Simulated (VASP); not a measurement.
A run of VASP 6.6.1:

Contents of INCAR:

```
PREC = Accurate
ENCUT = 600
EDIFF = 1E-6
ISMEAR = -1
SIGMA = 0.05
LREAL = False
LASPH = True
NELM = 60
ALGO = Normal
ISIF = 3
LWAVE = False
LCHARG = False
GGA = PS
IBRION = 2
NSW = 60
EDIFFG = -0.01
PSTRESS = 200.0
```

The input KPOINTS:

```
regular mesh
0
Gamma
  6 6 3
```

POSCAR

```
CS2
1.0
    3.6457880000     -2.9943140000      0.0000000000
    3.6457880000      2.9943140000      0.0000000000
    0.0000000000      0.0000000000      9.8512570000
S C
4 2
Direct
    0.1815210000      0.8184790000      0.8868670000
    0.3184790000      0.6815210000      0.3868670000
    0.6815210000      0.3184790000      0.6131330000
    0.8184790000      0.1815210000      0.1131330000
    0.5000000000      0.5000000000      0.5000000000
    0.0000000000      0.0000000000      0.0000000000
```

Potentials or basis: VASP PAW PBE potentials, release 64 (S, C).

Run with:

```console
$ cat potpaw_PBE.64/S/POTCAR potpaw_PBE.64/C/POTCAR > POTCAR
$ mpirun -np 1 vasp_std > vasp.out
```

Hardware: 1 thread of Oxide Virtual Turin-like Processor, with other jobs on the host.

**Question.** Estimate the wall time of this run.

**Answer.** Run time: 37 min on 1 thread of Oxide Virtual Turin-like Processor, with other jobs on the host, peak memory 0.4 GiB. Counts: scf iterations 202, k points 26, ion steps 28.
